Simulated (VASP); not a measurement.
# SnO (Pm-3m) in VASP: G0W0 quasiparticle levels with PBE

Aim: the G0W0 quasiparticle levels of SnO with PBE.

Everything below comes from runs of VASP 6.6.1. Logs are shortened: lines on timing, memory, paths and dates and some standing lists are left out, and cuts for length are marked.

## 1. The cell of the first run

It takes space group Pm-3m (No. 221, cubic). Conventional cell: a = 3.103 Å, b = 3.103 Å, c = 3.103 Å, α = 90.00°, β = 90.00°, γ = 90.00°. Sn (site symmetry m-3m) has 8 O at 2.69 Å and 6 Sn at 3.10 Å within 3.5 Å. O (site symmetry m-3m) has 8 Sn at 2.69 Å and 6 O at 3.10 Å within 3.5 Å.

## 2. G0W0 quasiparticle levels, PBE

The input, POSCAR:

```
SnO
1.0
    3.1034067823      0.0000000000      0.0000000000
    0.0000000000      3.1034067823      0.0000000000
    0.0000000000      0.0000000000      3.1034067823
Sn O
1 1
Direct
    0.0000000000      0.0000000000      0.0000000000
    0.5000000000      0.5000000000      0.5000000000
```

The input, INCAR.step1:

```
PREC = Accurate ; ENCUT = 500
EDIFF = 1E-8 ; ISMEAR = 0
SIGMA = 0.01 ; LREAL = F
LASPH = T ; NELM = 100
ALGO = Normal ; LWAVE = T
LCHARG = F ; GGA = PE
```

The input, INCAR.step2:

```
PREC = Accurate ; ENCUT = 500
EDIFF = 1E-8 ; ISMEAR = 0
SIGMA = 0.01 ; LREAL = F
LASPH = T ; NELM = 1
ALGO = Exact ; LWAVE = T
LCHARG = F ; GGA = PE
NBANDS = 70 ; LOPTICS = T
ISTART = 1
```

The input, INCAR.step3:

```
PREC = Accurate ; ENCUT = 500
EDIFF = 1E-8 ; ISMEAR = 0
SIGMA = 0.01 ; LREAL = F
LASPH = T ; ALGO = EVGW0
LWAVE = F ; LCHARG = F
GGA = PE ; NELMGW = 1
NBANDS = 70 ; ENCUTGW = 80.0
NOMEGA = 48 ; PRECFOCK = Fast
ISTART = 1 ; NBANDSGW = 18
```

The input, KPOINTS:

```
regular mesh
0
Gamma
  4 4 4
```

Potentials or basis: VASP PAW PBE potentials, release 64 (Sn_d_GW, O_GW).

Started as:

```bash
cat potpaw_PBE.64/Sn_d_GW/POTCAR potpaw_PBE.64/O_GW/POTCAR > POTCAR
cp INCAR.step1 INCAR
mpirun -np 1 vasp_std > vasp.out
cp INCAR.step2 INCAR
mpirun -np 1 vasp_std > vasp.out
cp INCAR.step3 INCAR
mpirun -np 1 vasp_std > vasp.out
```

OUTCAR:

```text
PREC = Accurate
   ENCUT = 500
   EDIFF = 1E-8
   ISMEAR = 0
   LREAL = F
   LASPH = T
   GGA = PE
   NELMGW = 1
   ENCUTGW = 80.0
   PRECFOCK = Fast
   ISTART = 1

 ion  position               nearest neighbor table
   1  0.000  0.000  0.000-
   2  0.500  0.500  0.500-

  LATTYP: Found a simple cubic cell.
 ALAT       =     3.1034067823

  Lattice vectors:

 A1 = (   3.1034067823,   0.0000000000,   0.0000000000)
 A2 = (   0.0000000000,   3.1034067823,   0.0000000000)
 A3 = (   0.0000000000,   0.0000000000,   3.1034067823)

Analysis of symmetry for initial positions (statically):
=====================================================================
 Subroutine PRICEL returns:
 Original cell was already a primitive cell.

 Routine SETGRP: Setting up the symmetry group for a
 simple cubic supercell.

 Subroutine GETGRP returns: Found 48 space group operations
 (whereof 48 operations were pure point group operations)
 out of a pool of 48 trial point group operations.

The static configuration has the point symmetry O_h .

Analysis of symmetry for dynamics (positions and initial velocities):
=====================================================================
 Subroutine PRICEL returns:
 Original cell was already a primitive cell.

 Routine SETGRP: Setting up the symmetry group for a
 simple cubic supercell.

 Subroutine GETGRP returns: Found 48 space group operations
 (whereof 48 operations were pure point group operations)
 out of a pool of 48 trial point group operations.

The dynamic configuration has the point symmetry O_h .

 Subroutine INISYM returns: Found 48 space group operations
 (whereof 48 operations are pure point group operations),
 and found     1 'primitive' translations

----------------------------------------------------------------------------------------

                                     Primitive cell

  volume of cell :      29.8893

  direct lattice vectors                    reciprocal lattice vectors
     3.103406782  0.000000000  0.000000000     0.322226530  0.000000000  0.000000000
[... 44 lines left out ...]
  0.250000  0.000000  0.000000      6.000000
  0.500000  0.000000  0.000000      3.000000
  0.250000  0.250000  0.000000     12.000000
  0.500000  0.250000  0.000000     12.000000
  0.500000  0.500000  0.000000      3.000000
  0.250000  0.250000  0.250000      8.000000
  0.500000  0.250000  0.250000     12.000000
  0.500000  0.500000  0.250000      6.000000
  0.500000  0.500000  0.500000      1.000000
   k-points           NKPTS =     10   k-points in BZ     NKDIM =     64   number of bands    NBANDS=     70
   number of dos      NEDOS =    301   number of ions     NIONS =      2
   total plane-waves  NPLWV =  13824
   dimension x,y,z NGX =    24 NGY =   24 NGZ =   24
   dimension x,y,z NGXF=    48 NGYF=   48 NGZF=   48
   ions per type =               1   1
   NGX,Y,Z   is equivalent  to a cutoff of  12.86, 12.86, 12.86 a.u.
   NGXF,Y,Z  is equivalent  to a cutoff of  25.71, 25.71, 25.71 a.u.
 SYSTEM =  unknown system
   PREC   = accura    normal or accurate (medium, high low for compatibility)
   ISTART =      1    job   : 0-new  1-cont  2-samecut
   ICHARG =      0    charge: 1-file 2-atom 10-const
   ISPIN  =      1    spin polarized calculation?
   LNONCOLLINEAR =      F non collinear calculations
   LSORBIT =      F    spin-orbit coupling
   LASPH  =      T    aspherical Exc in radial PAW
   ENCUT  =  500.0 eV  36.75 Ry    6.06 a.u.   5.66  5.66  5.66*2*pi/ulx,y,z
   NELM   =     60;   NELMIN=  2; NELMDL=  0     # of ELM steps
   EDIFF  = 0.1E-07   stopping-criterion for ELM
   LREAL  =      F    real-space projection
   EDIFFG = 0.1E-06   stopping-criterion for IOM
   NSW    =      0    number of steps for IOM
   IBRION =     -1    ionic relax: 0-MD 1-quasi-New 2-CG
   NFREE  =      0    steps in history (QN), initial steepest desc. (CG)
   ISIF   =      0    stress and relaxation
   ISYM   =      3    0-nonsym 1-usesym 2-fastsym
   POTIM  = 0.5000    time-step for ionic-motion
   TEBEG  =    0.0;   TEEND  =   0.0 temperature during run
   PSTRESS=    0.0 pullay stress
   NELECT =      20.0000    total number of electrons
   NUPDOWN=      -1.0000    fix difference up-down
   EMIN   =  10.00;   EMAX   =-10.00  energy-range for DOS
   EFERMI =   0.00;   METHOD = LEGACY
   ISMEAR =     0;   SIGMA  =   0.01  broadening in eV -4-tet -1-fermi 0-gaus
   EFERMI_NEDOS =   21; number of points for ismear=-14 and -15
   IALGO  =     38    algorithm
   IMIX   =      4    mixing-type and parameters
     AMIX     =   0.40;   BMIX     =  1.00
     AMIX_MAG =   1.60;   BMIX_MAG =  1.00
  volume/ion in A,a.u.               =      14.94       100.85
  Fermi-wavevector in a.u.,A,eV,Ry     =   1.431900  2.705899 27.896550  2.050339
  Thomas-Fermi vector in A             =   2.551586
   LORBIT       =      0    0 simple, 1 ext, 2 COOP (PROOUT), +10 PAW based schemes
   GGA     = PE    functional components
   LHFCALC =     T    Hartree Fock is set to
   PRECFOCK=fast      Normal, Fast or Accurate (Low or Medium for compatibility)
   ENCUT4O =  -1.0   cutoff for four orbital integrals eV
   NKREDX  =     1    reduce k-point grid by
   NKREDY  =     1    reduce k-point grid by
   NKREDZ  =     1    reduce k-point grid by
   AEXX    =    1.0000 exact exchange contribution
   HFSCREEN=    0.0000 screening length (either q_TF or 0.3 A-1)
   HFSCREENC=   0.0000 screening length for correlation (either q_TF or 0.3 A-1)
   ENCUTFOCK=  -1.0 apply spherical cutoff to Coloumb kernel
   IVDW    =     0    specifies the selected vdW correction
   LEPSILON=     F    determine dielectric tensor
   LRPA    =     F    only Hartree local field effects (RPA)
   LRPAFORCE           =     F    calculate RPA forces
   ENCUTGW             =  80.0    cutoff for response function in eV
   ENCUTGWSOFT         =  64.0    soft cutoff for Coulomb kernel in GW response function in eV
   ENCUTLF             =  -1.0    cutoff for local field effects
   NELMGW              =     1    number of iterations in solving QP/BSE equation
   NELMHF              =     1    number of iterations in the inner HF iteration
   NKREDLFX            =     1    NKREDLFY  =   1   NKREDLFZ  =   1
 non-spin polarized calculation
 Gauss-broadening in eV      SIGMA  =   0.01
  energy-cutoff  :      500.00
  volume of cell :       29.89
 maximum number of plane-waves:       770
 NGX is ok and might be reduce to    24
  NGX = 14; NGY = 14; NGZ = 14
   NGX = 11   NGY = 11   NGZ = 11
 maximum number of plane-waves:        57
 NGX is ok and might be reduce to    10

 QP shifts <psi_nk| G(iteration)W_0 |psi_nk>: iteration 1
 for sc-GW calculations column KS-energies equals QP-energies in previous step
 and V_xc(KS)=  KS-energies - (<T + V_ion + V_H > + <T+V_H+V_ion>^1  + <V_x>^1)

 k-point   1 :       0.0000    0.0000    0.0000
  band No.  KS-energies  QP-energies   sigma(KS)   V_xc(KS)     V^pw_x(r,r')   Z            occupation Imag(sigma)

      1     -15.5168     -17.9388     -20.8513     -17.3414     -26.9120       0.6901       2.0000       0.3553
      2     -15.5168     -17.9388     -20.8513     -17.3414     -26.9120       0.6901       2.0000       0.3553
      3     -15.1393     -17.6133     -21.1604     -17.5949     -27.1779       0.6939       2.0000       0.3108
      4     -15.1393     -17.6133     -21.1604     -17.5949     -27.1779       0.6939       2.0000       0.3108
      5     -15.1393     -17.6133     -21.1604     -17.5949     -27.1779       0.6939       2.0000       0.3108
      6     -11.8552     -12.1917     -18.3607     -17.7982     -29.0489       0.5984       2.0000       1.6075
[... 195 lines left out ...]
      4     -15.0586     -17.5328     -21.2143     -17.6664     -27.1816       0.6974       2.0000       0.3086
      5     -15.0586     -17.5328     -21.2143     -17.6664     -27.1816       0.6974       2.0000       0.3086
      6     -10.4277     -10.8196     -20.5637     -19.8985     -31.1829       0.5891       2.0000       1.2065
[... 10 lines left out ...]
     17      26.0416      26.8819     -11.5213     -12.5739      -5.0990       0.7984       0.0000      -0.8636
     18      31.8756      33.2077     -10.3989     -12.1054      -3.9141       0.7806       0.0000      -1.0952
```

OUTCAR.step2:

```text
PREC = Accurate
   ENCUT = 500
   EDIFF = 1E-8
   ISMEAR = 0
   LREAL = F
[... 789 lines left out ...]
     0.00000    33.40456    33.40456    33.40456     0.00000    -0.00000     0.00000
     1.25091   -27.72698   -27.72698   -27.72698     0.00000    -0.00000     0.00000
     2.50182    13.96275    13.96275    13.96275     0.00000    -0.00000     0.00000
     3.75273   -12.63880   -12.63880   -12.63880    -0.00000    -0.00000    -0.00000
     5.00364    -8.29298    -8.29298    -8.29298     0.00000     0.00000    -0.00000
     6.25454    -5.82200    -5.82200    -5.82200     0.00000     0.00000    -0.00000
[... 92 lines left out ...]
   122.58907     0.91872     0.91872     0.91872    -0.00000     0.00000    -0.00000
   123.83998     0.92077     0.92077     0.92077    -0.00000     0.00000    -0.00000
```

Wall time 85 s (1 thread of AMD EPYC 9R45 (Zen 5), shared host); peak memory 0.26 GiB.

What came out:

| Property | Result |
| --- | --- |
| Band gap on the k mesh, mean-field level | 0.48 eV, indirect (least direct gap 1.18 eV) |
| Quasiparticle gap | 0.20 eV |
| Least direct quasiparticle gap | 1.44 eV |

Caveat: the k points lie up to 0.51 Å⁻¹ apart; bands, screening cutoff and mesh are small and nothing is extrapolated, so the quasiparticle values aren't converged; spin-orbit coupling is left out, which moves the levels of the heavy elements. A k mesh can miss the band edges.
